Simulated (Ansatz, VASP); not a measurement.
Two plane-wave programs on Cu2O

```
Cu O
1.0
     4.22261    0.00000    0.00000
     0.00000    4.22261    0.00000
     0.00000    0.00000    4.22261
Cu O
4 2
Direct
  0.25000 0.25000 0.75000
  0.75000 0.25000 0.25000
  0.25000 0.75000 0.25000
  0.75000 0.75000 0.75000
  0.50000 0.50000 0.50000
  0.00000 0.00000 0.00000
```

Alike in both runs: functional PBEsol; k mesh 8 × 8 × 8; occupations gaussian, width 0.02 eV; no spin polarisation.

Ansatz relaxed the structure, and its values are those at the end. VASP's run is a single point on that final structure, the one shown.

|  | VASP | Ansatz |
| --- | --- | --- |
| version | VASP 6.6.1 | Ansatz 0.2.0 |
| potentials or method | VASP PAW PBE potentials, release 64 (Cu, O), cutoff 600 eV | scalar-relativistic, plane waves, PAW |
| valence electrons in the cell | 56 | 88 |

Ansatz gave:

```
gap on the k mesh at the Fermi level (eV) : 0.56
least direct gap on the mesh (eV)         : 0.56
pressure (GPa)                            : 0.0
```

**Question.** Which values does VASP return?

**Answer.** gap on the k mesh at the Fermi level (eV): 0.57; least direct gap on the mesh (eV): 0.57; pressure (GPa): 0.8.

VASP's potentials were made for PBE, not for PBEsol. With one functional, cell and mesh, what is left measures potentials, basis and numerics. VASP's potentials hold 56 valence electrons a cell and Ansatz's 88, so a difference there can come from the potentials and not from the codes.
